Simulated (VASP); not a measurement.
# BiTe: electric field gradients with LDA

BiTe:

```
CELL_PARAMETERS angstrom
0.00000 3.25642 3.25642
3.25642 0.00000 3.25642
3.25642 3.25642 0.00000
ATOMIC_POSITIONS crystal
Bi 0.00000 0.00000 0.00000
Te 0.50000 0.50000 0.50000
```

- Program: VASP 6.6.1
- Task: electric field gradients
- Functional: LDA
- Potentials or basis: VASP PAW LDA potentials, release 64 (Bi_d, Te)
- Cutoff: 520 eV
- k mesh: 10 × 10 × 10
- Occupations: fermi-dirac, width 0.08 eV
- Spin: no spin polarisation
- Dipole correction: no
- Further INCAR settings: ALGO = Normal; EDIFF = 1e-08; NBANDS = 18

The pressure is -3.6 GPa, the band gap on the k mesh is zero (an odd number of electrons rules out a gap without spin polarisation) and the largest electric field gradient by atom is zero within the noise of the run.

Levels at points of the mesh, in eV from the Fermi level:
```tsv
k point	band 7	band 8	band 9	band 10	band 11	band 12	band 13	band 14
(0.00, 0.00, 0.00)	-8.23	-2.46	-2.46	-2.46	2.09	2.09	2.09	4.73
(0.50, 0.00, 0.00)	-11.18	-1.83	-1.83	-1.57	-0.84	-0.59	-0.59	7.24
(0.50, 0.50, 0.00)	-9.96	-5.50	-3.89	-3.89	2.32	3.47	3.47	4.77
```

It took 78 s on 1 thread of Intel Xeon 8259CL, on a shared host, peak memory 0.21 GiB.

Caveat: the cell stands under tension; spin-orbit coupling is left out, which moves the levels of the heavy elements.
